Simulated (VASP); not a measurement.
Here is a VASP 6.6.1 calculation.

Contents of INCAR:

```
SYSTEM = Se
PREC     = Accurate       ! precision mode
ENCUT    = 520            ! plane-wave cutoff, eV
EDIFF    = 1E-7           ! SCF threshold, eV
ISMEAR   = -1             ! smearing method
SIGMA    = 0.05           ! smearing width, eV
LREAL    = .FALSE.        ! projectors in reciprocal space
LASPH    = .TRUE.         ! aspherical terms in the spheres
NELM     = 100            ! most SCF steps
ALGO     = Normal         ! electronic algorithm
ISIF     = 2              ! what is computed and relaxed
LWAVE    = .FALSE.        ! write WAVECAR
LCHARG   = .TRUE.         ! write CHGCAR
GGA      = RP             ! functional
LELF     = .TRUE.         ! ELF
LVHAR    = .TRUE.       
NBANDS   = 16             ! bands
```

The input KPOINTS:

```
regular mesh
0
G
  6 6 6
  0 0 0
```

File POSCAR:

```
Se
1.0
    6.3639587265      0.0000000000      0.0000000000
   -3.1819793633      5.5113499257      0.0000000000
    0.0000000000      0.0000000000      5.1922524328
Se
3
Direct
    0.1596740353      0.0000000000      0.3333333333
    1.0000000000      0.1596740353      0.6666666667
    0.8403259647      0.8403259647      0.0000000000
```

Potentials or basis: VASP PAW PBE potentials, release 64 (Se).

The run is started by

```sh
$ cat potpaw_PBE.64/Se/POTCAR > POTCAR
$ mpirun -np 1 vasp_std > vasp.out
```

(1) Predict the largest force.

(2) Predict the pressure.

(3) What does it give for the band gap on the k mesh?

Results:

(1) 1.066 eV/Å.

(2) -2.0 GPa.

(3) 1.57 eV (least direct gap 1.68 eV).

Caveat: the PAW data sets were made with another functional, which shifts forces and pressure a little; this functional lacks dispersion, which binds layers or chains, so the pressure and a relaxed spacing across them are unreliable.
